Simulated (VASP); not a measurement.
**MgS (sol): relaxation of the atoms with PBEsol**

Crystal: MgS (sol).

```
CELL_PARAMETERS angstrom
0.00000 2.85396 2.79794
2.85396 0.00000 2.79794
2.85396 2.85396 0.00000
ATOMIC_POSITIONS crystal
Mg 0.00000 0.00000 0.00000
S 0.25000 0.25000 0.25000
```

This cell differs from its parent crystal: strained cell.

* Program: VASP 6.6.1
* Task: relaxation of the atoms
* Functional: PBEsol
* Potentials or basis: VASP PAW PBE potentials, release 64 (Mg, S)
* Cutoff: 520 eV
* k mesh: 6 × 6 × 6
* Occupations: gaussian, width 0.02 eV
* Spin: no spin polarisation
* Dipole correction: no
* Further INCAR settings: ALGO = Normal; EDIFF = 1e-07; IBRION = 2; EDIFFG = -0.002; NSW = 60

```yaml
Pressure_after_relaxing: -0.7 GPa
Band_gap_on_the_k_mesh: 3.24 eV, direct
```

Stress tensor (GPa, compression positive):
```
-0.78  0.00  0.00
 0.00 -0.78  0.00
 0.00  0.00 -0.41
```

Final structure:
```
CELL_PARAMETERS angstrom
0.00000 2.85396 2.79794
2.85396 0.00000 2.79794
2.85396 2.85396 0.00000
ATOMIC_POSITIONS crystal
Mg 0.00000 0.00000 0.00000
S 0.25000 0.25000 0.25000
```

Levels at points of the mesh, in eV from the valence-band top:
```tsv
k point	band 1	band 2	band 3	band 4	band 5	band 6	band 7	band 8
(0.00, 0.00, 0.00)	-11.29	-0.05	-0.05	0.00	3.24	7.82	7.82	7.84
(0.50, 0.00, 0.00)	-10.60	-3.20	-0.41	-0.31	4.94	7.41	7.61	8.37
(0.50, 0.50, 0.00)	-10.36	-2.81	-1.14	-1.14	3.65	5.41	11.10	12.03
(0.50, 0.00, 0.50)	-10.39	-2.90	-1.05	-1.04	3.70	5.55	10.87	11.92
```

Wall time 12 s on 1 thread of Intel(R) Xeon(R) Platinum 8259CL CPU @ 2.50GHz (Skylake/Cascade Lake), on a shared host, peak memory 0.16 GiB.

Caveat: the cell differs from its parent crystal (strained cell); the relaxation stopped at its first step, so nothing moved; the PAW data sets were made with another functional, which shifts forces and pressure a little. A k mesh can miss the band edges.
